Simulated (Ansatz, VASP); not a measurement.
## One calculation of SrTiC2, two programs

```
Sr Ti C
1.0
     3.77497    0.00000    0.00000
    -1.88748    3.26922    0.00000
     0.00000    0.00000    6.28402
Sr Ti C
1 1 2
Cartesian
  0.0000 0.0000 3.1420
  0.0000 0.0000 0.0000
  0.0000 2.1795 0.0000
  1.8875 1.0897 0.0000
```

Alike in both runs: functional PBE; k mesh 12 × 12 × 8; occupations gaussian, width 0.1 eV; collinear spin.

Ansatz relaxed the structure, and its values are those at the end. VASP's run is a single point on that final structure, the one shown.

|  | VASP | Ansatz |
| --- | --- | --- |
| version | VASP 6.6.1 | Ansatz 0.2.0 |
| potentials or method | VASP PAW PBE potentials, release 64 (Sr_sv, Ti_sv, C), cutoff 520 eV | scalar-relativistic, plane waves, PAW |
| valence electrons in the cell | 30 | 30 |

Ansatz gave:

| Quantity | Value |
| --- | --- |
| gap on the k mesh at the Fermi level (eV) | none |
| pressure (GPa) | 0.0 |
| net moment per atom (μB) | 0.23 |
| size of the moment on the site where the two differ most (μB) | 0.40 |

What did VASP give for the same quantities?

gap on the k mesh at the Fermi level (eV): none; pressure (GPa): 0.1; net moment per atom (μB): 0.23; size of the moment on the site where the two differ most (μB): 0.53.

Site moments also hang on the region over which each program counts them. A gap of «none» marks a metal or a gap that the smearing closes.
